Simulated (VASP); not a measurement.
# TePb (Fm-3m) in VASP: notebook

TePb is run at these levels: PBEsol; tasks: electric field gradients.

Program: VASP 6.6.1. These are calculated values, not measurements. Logs are shortened: lines on timing, memory, paths and dates and some standing lists are left out, and cuts for length are marked.

### Step 1. The cell of the first run

The structure is cubic, space group Fm-3m (No. 225). The conventional cell has a = 6.432 Å, b = 6.432 Å, c = 6.432 Å, α = 90.00°, β = 90.00°, γ = 90.00°. Within 4.2 Å of Te (site symmetry m-3m) lie 6 Pb at 3.22 Å. Within 4.2 Å of Pb (site symmetry m-3m) lie 6 Te at 3.22 Å.

### Step 2. Electric field gradients, PBEsol (volume scaled by 0.99)

Contents of INCAR:

```
PREC = Accurate ; ENCUT = 520
EDIFF = 1E-8 ; ISMEAR = -1
SIGMA = 0.03 ; LREAL = F
LASPH = T ; NELM = 80
ALGO = Normal ; ISIF = 2
LWAVE = F ; LCHARG = F
GGA = PS ; LEFG = T
NBANDS = 17
```

Contents of KPOINTS:

```
Automatic mesh
0
Gamma
  10 10 10
```

Contents of POSCAR:

```
TePb
1.0
    0.0000000000      3.2162072772      3.2162072772
    3.2162072772      0.0000000000      3.2162072772
    3.2162072772      3.2162072772      0.0000000000
Te Pb
1 1
Direct
    0.5000000000      0.5000000000      0.5000000000
    0.0000000000      0.0000000000      0.0000000000
```

Potentials or basis: VASP PAW PBE potentials, release 64 (Te, Pb_d).

On the command line:

```
cat potpaw_PBE.64/Te/POTCAR potpaw_PBE.64/Pb_d/POTCAR > POTCAR
mpirun -np 1 vasp_std > vasp.out
```

OUTCAR:

```text
PREC = Accurate
   ENCUT = 520
   EDIFF = 1E-8
   ISMEAR = -1
   LREAL = F
   LASPH = T
   NELM = 80
   ISIF = 2
   GGA = PS

 ion  position               nearest neighbor table
   1  0.500  0.500  0.500-   2 3.22   2 3.22   2 3.22   2 3.22   2 3.22   2 3.22
   2  0.000  0.000  0.000-   1 3.22   1 3.22   1 3.22   1 3.22   1 3.22   1 3.22

  LATTYP: Found a face centered cubic cell.
 ALAT       =     6.4324145544

  Lattice vectors:

 A1 = (   0.0000000000,   3.2162072772,   3.2162072772)
 A2 = (   3.2162072772,   0.0000000000,   3.2162072772)
 A3 = (   3.2162072772,   3.2162072772,   0.0000000000)

Analysis of symmetry for initial positions (statically):
=====================================================================
 Subroutine PRICEL returns:
 Original cell was already a primitive cell.

 Routine SETGRP: Setting up the symmetry group for a
 face centered cubic supercell.

 Subroutine GETGRP returns: Found 48 space group operations
 (whereof 48 operations were pure point group operations)
 out of a pool of 48 trial point group operations.

The static configuration has the point symmetry O_h .

Analysis of symmetry for dynamics (positions and initial velocities):
=====================================================================
 Subroutine PRICEL returns:
 Original cell was already a primitive cell.

 Routine SETGRP: Setting up the symmetry group for a
 face centered cubic supercell.

 Subroutine GETGRP returns: Found 48 space group operations
 (whereof 48 operations were pure point group operations)
 out of a pool of 48 trial point group operations.

The dynamic configuration has the point symmetry O_h .

 Subroutine INISYM returns: Found 48 space group operations
 (whereof 48 operations are pure point group operations),
 and found     1 'primitive' translations

----------------------------------------------------------------------------------------

                                     Primitive cell

  volume of cell :      66.5368

  direct lattice vectors                    reciprocal lattice vectors
     0.000000000  3.216207277  3.216207277    -0.155462617  0.155462617  0.155462617
     3.216207277  0.000000000  3.216207277     0.155462617 -0.155462617  0.155462617
     3.216207277  3.216207277  0.000000000     0.155462617  0.155462617 -0.155462617

  length of vectors
     4.548403951  4.548403951  4.548403951     0.269269151  0.269269151  0.269269151

  position of ions in fractional coordinates (direct lattice)
     0.500000000  0.500000000  0.500000000
     0.000000000  0.000000000  0.000000000

  ion indices of the primitive-cell ions
   primitive index   ion index
                 1           1
                 2           2

----------------------------------------------------------------------------------------

 KPOINTS: Automatic mesh

Automatic generation of k-mesh.
 Grid dimensions read from file:
 generate k-points for:   10   10   10

 Generating k-lattice:

  Cartesian coordinates                     Fractional coordinates (reciprocal lattice)
    -0.015546262  0.015546262  0.015546262     0.100000000  0.000000000  0.000000000
     0.015546262 -0.015546262  0.015546262     0.000000000  0.100000000  0.000000000
     0.015546262  0.015546262 -0.015546262     0.000000000  0.000000000  0.100000000

  Length of vectors
     0.026926915  0.026926915  0.026926915

  Shift w.r.t. Gamma in fractional coordinates (k-lattice)
     0.000000000  0.000000000  0.000000000

 Subroutine IBZKPT returns following result:
 ===========================================

 Found     47 irreducible k-points:

 Following reciprocal coordinates:
            Coordinates               Weight
  0.000000  0.000000  0.000000      1.000000
  0.100000  0.000000  0.000000      8.000000
  0.200000  0.000000  0.000000      8.000000
  0.300000  0.000000  0.000000      8.000000
  0.400000  0.000000  0.000000      8.000000
  0.500000  0.000000  0.000000      4.000000
[... 16 lines left out ...]
  0.300000  0.300000  0.000000      6.000000
  0.400000  0.300000  0.000000     24.000000
 [... further k-points ...]
   k-points           NKPTS =     47   k-points in BZ     NKDIM =     47   number of bands    NBANDS=     17
   number of dos      NEDOS =    301   number of ions     NIONS =      2
   total plane-waves  NPLWV =  46656
   dimension x,y,z NGX =    36 NGY =   36 NGZ =   36
   dimension x,y,z NGXF=    72 NGYF=   72 NGZF=   72
   ions per type =               1   1
   NGX,Y,Z   is equivalent  to a cutoff of  13.16, 13.16, 13.16 a.u.
   NGXF,Y,Z  is equivalent  to a cutoff of  26.32, 26.32, 26.32 a.u.
 SYSTEM =  unknown system
   PREC   = accura    normal or accurate (medium, high low for compatibility)
   ISTART =      0    job   : 0-new  1-cont  2-samecut
   ICHARG =      2    charge: 1-file 2-atom 10-const
   ISPIN  =      1    spin polarized calculation?
   LNONCOLLINEAR =      F non collinear calculations
   LSORBIT =      F    spin-orbit coupling
   LASPH  =      T    aspherical Exc in radial PAW
   ENCUT  =  520.0 eV  38.22 Ry    6.18 a.u.   8.46  8.46  8.46*2*pi/ulx,y,z
   NELM   =     80;   NELMIN=  2; NELMDL= -5     # of ELM steps
   EDIFF  = 0.1E-07   stopping-criterion for ELM
   LREAL  =      F    real-space projection
   EDIFFG = 0.1E-06   stopping-criterion for IOM
   NSW    =      0    number of steps for IOM
   IBRION =     -1    ionic relax: 0-MD 1-quasi-New 2-CG
   NFREE  =      0    steps in history (QN), initial steepest desc. (CG)
   ISIF   =      2    stress and relaxation
   ISYM   =      2    0-nonsym 1-usesym 2-fastsym
   POTIM  = 0.5000    time-step for ionic-motion
   TEBEG  =    0.0;   TEEND  =   0.0 temperature during run
   PSTRESS=    0.0 pullay stress
   NELECT =      20.0000    total number of electrons
   NUPDOWN=      -1.0000    fix difference up-down
   EMIN   =  10.00;   EMAX   =-10.00  energy-range for DOS
   EFERMI =   0.00;   METHOD = LEGACY
   ISMEAR =    -1;   SIGMA  =   0.03  broadening in eV -4-tet -1-fermi 0-gaus
   EFERMI_NEDOS =   21; number of points for ismear=-14 and -15
   IALGO  =     38    algorithm
   IMIX   =      4    mixing-type and parameters
     AMIX     =   0.40;   BMIX     =  1.00
     AMIX_MAG =   1.60;   BMIX_MAG =  1.00
  volume/ion in A,a.u.               =      33.27       224.51
  Fermi-wavevector in a.u.,A,eV,Ry     =   1.096640  2.072349 16.362633  1.202620
  Thomas-Fermi vector in A             =   2.232986
   LORBIT       =      0    0 simple, 1 ext, 2 COOP (PROOUT), +10 PAW based schemes
   GGA     = PS    functional components
   LHFCALC =     F    Hartree Fock is set to
   AEXX    =    0.0000 exact exchange contribution
   IVDW    =     0    specifies the selected vdW correction
   LEPSILON=     F    determine dielectric tensor
   LRPA    =     F    only Hartree local field effects (RPA)
 non-spin polarized calculation
  energy-cutoff  :      520.00
  volume of cell :       66.54
 maximum number of plane-waves:      1816
 NGX is ok and might be reduce to    36
   NGX = 17   NGY = 17   NGZ = 17

 number of electron      20.0000001 magnetization

 Free energy of the ion-electron system (eV)
  ---------------------------------------------------
  ext. energy  EPLUGINS =         0.00000000
  ---------------------------------------------------
  free energy    TOTEN  =        -8.25898794 eV

  energy without entropy =       -8.25898781  energy(sigma->0) =       -8.25898787

 E-fermi :   5.9613     XC(G=0):  -9.5319

 val. band max:        5.6413346927   @ k =   0.5000   0.0000   0.0000
 cond. band min:       6.2803260297   @ k =   0.5000   0.0000   0.0000
 fundamental gap:      0.6389913369
 Fermi energy:         5.9613375136

 k-point     1 :       0.0000    0.0000    0.0000
  band No.  band energies     occupation
      1     -11.0125      2.00000
      2     -11.0125      2.00000
      3     -11.0005      2.00000
      4     -11.0005      2.00000
      5     -11.0005      2.00000
      6      -6.5104      2.00000
[... 9 lines left out ...]
     16      11.3653      0.00000
     17      12.8244      0.00000

 k-point     2 :       0.1000    0.0000    0.0000
  band No.  band energies     occupation
      1     -11.0137      2.00000
      2     -11.0137      2.00000
      3     -11.0003      2.00000
      4     -10.9991      2.00000
      5     -10.9991      2.00000
      6      -6.4225      2.00000
[... 9 lines left out ...]
     16      11.5605      0.00000
     17      13.6029      0.00000
[... 421 lines left out ...]
 k-point    24 :       0.4000    0.3000    0.0000
  band No.  band energies     occupation
      1     -11.0609      2.00000
      2     -11.0076      2.00000
      3     -11.0052      2.00000
      4     -10.9795      2.00000
      5     -10.9783      2.00000
      6      -5.2159      2.00000
[... 9 lines left out ...]
     16      15.3088      0.00000
     17      15.8145      0.00000

 [... further k-points ...]
[... 5 lines left out ...]
  --------------------------------------------------------------------------------------
  -------------------------------------------------------------------------------------
  Total        0.0821318      0.0821318      0.0821318      0.0000000      0.0000000     -0.0000000
  in kB        1.9776985      1.9776985      1.9776985      0.0000000      0.0000000     -0.0000000
  external PRESSURE =       1.9776985 kB  Pullay stress =       0.0000000 kB

 VOLUME and BASIS-vectors are now :
 -----------------------------------------------------------------------------
  energy-cutoff  :      520.00
  volume of cell :       66.54
      direct lattice vectors                 reciprocal lattice vectors
     0.000000000  3.216207277  3.216207277    -0.155462617  0.155462617  0.155462617
     3.216207277  0.000000000  3.216207277     0.155462617 -0.155462617  0.155462617
     3.216207277  3.216207277  0.000000000     0.155462617  0.155462617 -0.155462617

 POSITION                                       TOTAL-FORCE (eV/Angst)
 -----------------------------------------------------------------------------------
      3.21621      3.21621      3.21621        -0.000000      0.000000     -0.000000
      0.00000      0.00000      0.00000         0.000000     -0.000000      0.000000
 -----------------------------------------------------------------------------------
    total drift:                               -0.000000      0.000000      0.000000

  FREE ENERGIE OF THE ION-ELECTRON SYSTEM (eV)
  ---------------------------------------------------
  free  energy   TOTEN  =        -8.2589879427 eV

  energy  without entropy=       -8.2589878068  energy(sigma->0) =       -8.25898787

 Electric field gradients (V/A^2)
---------------------------------------------------------------------
 ion       V_xx      V_yy      V_zz      V_xy      V_xz      V_yz
---------------------------------------------------------------------
   1       0.000    -0.000     0.000    -0.000    -0.000    -0.000
   2       0.000    -0.000    -0.000     0.001     0.001     0.001
---------------------------------------------------------------------

 Electric field gradients after diagonalization (V/A^2)
 (convention: |V_zz| > |V_xx| > |V_yy|)
----------------------------------------------------------------------
 ion       V_xx      V_yy      V_zz     asymmetry (V_yy - V_xx)/ V_zz
----------------------------------------------------------------------
   1       0.000     0.000    -0.000       0.000
   2      -0.001    -0.001     0.001       0.000
----------------------------------------------------------------------

           NMR quadrupolar parameters

 Cq : quadrupolar parameter    Cq=e*Q*V_zz/h
 eta: asymmetry parameters     (V_yy - V_xx)/ V_zz
 Q  : nuclear electric quadrupole moment in mb (millibarn)
----------------------------------------------------------------------
 ion       Cq(MHz)       eta       Q (mb)
----------------------------------------------------------------------
   1      -0.000       0.000       1.000
   2       0.000       0.000       1.000
----------------------------------------------------------------------
```

Wall time 72 s (1 thread of AMD EPYC 7R43 (Zen 3), shared host); peak memory 0.19 GiB.

Results:

* Free energy: -8.2590 eV
* Pressure: 0.2 GPa
* Band gap on the k mesh: 0.64 eV, direct

Caveat: without QUAD_EFG the Cq values of the log hold for a quadrupole moment of 1 mb, not for the nuclei; the PAW data sets were made with another functional, which shifts forces and pressure a little; spin-orbit coupling is left out, which moves the levels of the heavy elements.

### Step 3. Electric field gradients, PBEsol (volume scaled by 1.02)

Contents of INCAR:

```
SYSTEM = TePb
PREC = Accurate
ENCUT = 520
EDIFF = 1E-8
ISMEAR = -1
SIGMA = 0.03
LREAL = .False.
LASPH = .True.
NELM = 60
ALGO = Normal
ISIF = 2
LWAVE = .False.
LCHARG = .False.
GGA = PS
LEFG = .True.
NBANDS = 17
```

Contents of KPOINTS:

```
regular mesh
0
Gamma
  10 10 10
  0 0 0
```

Contents of POSCAR:

```
TePb
1.0
    0.0000000000      3.2483714838      3.2483714838
    3.2483714838      0.0000000000      3.2483714838
    3.2483714838      3.2483714838      0.0000000000
Te Pb
1 1
Direct
    0.5000000000      0.5000000000      0.5000000000
    0.0000000000      0.0000000000      0.0000000000
```

Potentials or basis: VASP PAW PBE potentials, release 64 (Te, Pb_d).

On the command line:

```
cat potpaw_PBE.64/Te/POTCAR potpaw_PBE.64/Pb_d/POTCAR > POTCAR
mpirun -np 1 vasp_std > vasp.out
```

OUTCAR:

```text
SYSTEM = TePb
   PREC = Accurate
   ENCUT = 520
   EDIFF = 1E-8
   ISMEAR = -1
   LREAL = .False.
   LASPH = .True.
   NELM = 60
   ISIF = 2
   GGA = PS

 ion  position               nearest neighbor table
   1  0.500  0.500  0.500-   2 3.25   2 3.25   2 3.25   2 3.25   2 3.25   2 3.25
   2  0.000  0.000  0.000-   1 3.25   1 3.25   1 3.25   1 3.25   1 3.25   1 3.25

  LATTYP: Found a face centered cubic cell.
 ALAT       =     6.4967429676

  Lattice vectors:

 A1 = (   0.0000000000,   3.2483714838,   3.2483714838)
[... 693 lines left out ...]
  ---------------------------------------------------
  free  energy   TOTEN  =        -8.2536918178 eV

  energy  without entropy=       -8.2536917648  energy(sigma->0) =       -8.25369179

 Electric field gradients (V/A^2)
---------------------------------------------------------------------
 ion       V_xx      V_yy      V_zz      V_xy      V_xz      V_yz
---------------------------------------------------------------------
   1       0.000     0.000     0.000    -0.000    -0.000    -0.000
   2      -0.000    -0.000    -0.000    -0.000    -0.000    -0.000
---------------------------------------------------------------------

 Electric field gradients after diagonalization (V/A^2)
 (convention: |V_zz| > |V_xx| > |V_yy|)
----------------------------------------------------------------------
 ion       V_xx      V_yy      V_zz     asymmetry (V_yy - V_xx)/ V_zz
----------------------------------------------------------------------
   1       0.000     0.000    -0.000       0.000
   2       0.000     0.000    -0.000       0.000
----------------------------------------------------------------------

           NMR quadrupolar parameters

 Cq : quadrupolar parameter    Cq=e*Q*V_zz/h
 eta: asymmetry parameters     (V_yy - V_xx)/ V_zz
 Q  : nuclear electric quadrupole moment in mb (millibarn)
----------------------------------------------------------------------
 ion       Cq(MHz)       eta       Q (mb)
----------------------------------------------------------------------
   1      -0.000       0.000       1.000
   2      -0.000       0.000       1.000
----------------------------------------------------------------------
```

Run time: 78 s. Hardware: 1 thread of AMD EPYC 7R43 (Zen 3), shared host; peak memory 0.2 GiB.

Results:

| Item | Value |
| --- | --- |
| Free energy | -8.2537 eV |
| Pressure | -1.1 GPa |
| Band gap on the k mesh | 0.70 eV, direct |

Levels at points of the mesh, in eV from the valence-band top:
```csv
k point,band 8,band 9,band 10,band 11,band 12,band 13
"(0.00, 0.00, 0.00)",-1.27,-1.27,-1.27,4.04,4.04,4.04
"(0.50, 0.00, 0.00)",-0.82,-0.82,0.00,0.70,1.29,1.29
"(0.50, 0.50, 0.00)",-4.39,-2.71,-2.71,3.29,5.41,5.41
```

Caveat: without QUAD_EFG the Cq values of the log hold for a quadrupole moment of 1 mb, not for the nuclei; the PAW data sets were made with another functional, which shifts forces and pressure a little; spin-orbit coupling is left out, which moves the levels of the heavy elements.
